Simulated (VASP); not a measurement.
A run of VASP 6.6.1 is set up as follows.

INCAR

```
SYSTEM = Ag
PREC = Accurate
ENCUT = 600
EDIFF = 1E-6
ISMEAR = 0
SIGMA = 0.1
LREAL = .FALSE.
LASPH = .TRUE.
NELM = 80
ALGO = Normal
ISIF = 3
LWAVE = .FALSE.
LCHARG = .FALSE.
GGA = PE
IVDW = 12
IBRION = 2
NSW = 100
EDIFFG = -0.005
```

Contents of KPOINTS:

```
regular mesh
0
G
  18 18 18
  0 0 0
```

POSCAR

```
Ag
1.0
    0.0000000000      2.0427500000      2.0427500000
    2.0427500000      0.0000000000      2.0427500000
    2.0427500000      2.0427500000      0.0000000000
Ag
1
Direct
    0.0000000000      0.0000000000      0.0000000000
```

Potentials or basis: VASP PAW PBE potentials, release 64 (Ag).

The run is started by

```sh
$ cat potpaw_PBE.64/Ag/POTCAR > POTCAR
$ mpirun -np 1 vasp_std > vasp.out
```

Problem. What does it give for the dispersion energy per atom?

Solution. -0.596 eV.

Problem. Estimate the relaxed cell.

Solution. a = 2.878 Å, b = 2.878 Å, c = 2.878 Å, α = 60.00°, β = 60.00°, γ = 60.00°.

Problem. Predict the space group after relaxing (to 0.05 Å).

Solution. Fm-3m (No. 225).

Problem. What does it give for the relaxed volume?

Solution. 16.86 Å³/atom.

Final structure:
```
Ag
1.0
     0.00000    2.03533    2.03533
     2.03533    0.00000    2.03533
     2.03533    2.03533    0.00000
Ag
1
Direct
  0.00000 0.00000 0.00000
```

Caveat: pairwise dispersion overbinds metals, which lowers pressure and volume.
